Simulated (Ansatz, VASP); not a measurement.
**LiF: VASP beside Ansatz**

The input INCAR:

```
SYSTEM = LiF
PREC = Accurate
ENCUT = 520
EDIFF = 1E-8
ISMEAR = -1
SIGMA = 0.03
LREAL = .False.
LASPH = .True.
NELM = 100
ALGO = Normal
ISIF = 2
LWAVE = .False.
LCHARG = .False.
LEFG = .True.
NBANDS = 12
```

KPOINTS

```
Automatic mesh
0
Gamma
  10 10 10
  0 0 0
```

File POSCAR:

```
LiF
1.0
    0.0000000000      2.0140000000      2.0140000000
    2.0140000000      0.0000000000      2.0140000000
    2.0140000000      2.0140000000      0.0000000000
Li F
1 1
Direct
    0.0000000000      0.0000000000      0.0000000000
    0.5000000000      0.5000000000      0.5000000000
```

Input for Ansatz:

```yaml
crystal:
  lattice:
    - [0.0, 2.014, 2.014]
    - [2.014, 0.0, 2.014]
    - [2.014, 2.014, 0.0]
  atoms:
    - { symbol: Li, position: [0.0, 0.0, 0.0] }
    - { symbol: F, position: [0.5, 0.5, 0.5] }
kpoints:
  mp_grid: { grid: [10, 10, 10] }
  band_path:
    path:
      - [0.0, 0.0, 0.0]
      - [0.5, 0.0, 0.5]
      - [0.625, 0.25, 0.625]
      - [0.375, 0.375, 0.75]
      - [0.0, 0.0, 0.0]
      - [0.5, 0.5, 0.5]
      - [0.5, 0.25, 0.75]
      - [0.5, 0.0, 0.5]
    npoints: 5
scf:
  occupations: { method: fermi_dirac, width: 0.03 }
hamiltonian:
  xc: lda
  pseudopotentials: { kind: paw }
output:
  forces: true
  stress: true
  eigenvalues: true
  efg: { contact_densities: true }
```

Alike in both runs: task electric field gradients; functional LDA; k mesh 10 × 10 × 10; occupations fermi-dirac, width 0.03 eV; no spin polarisation.

```csv
,VASP,Ansatz
version,VASP 6.6.1,Ansatz 0.2.0
potentials or method,"VASP PAW LDA potentials, release 64 (Li_sv, F)","PAW with Ansatz's default frozen-core files, scalar-relativistic"
plane-wave cutoff (eV),520,420
valence electrons in the cell,10,10
```

Ansatz gave:

```
gap on the k mesh at the Fermi level (eV) : 8.84
```

Task: What did VASP give for the same quantities?

Result: gap on the k mesh at the Fermi level (eV): 8.83.

LDA's correlation is that of Perdew and Zunger in VASP and of Perdew and Wang (1992) in Ansatz.

Noted on VASP's run: the cutoff is short for stress, so the pressure is rough.
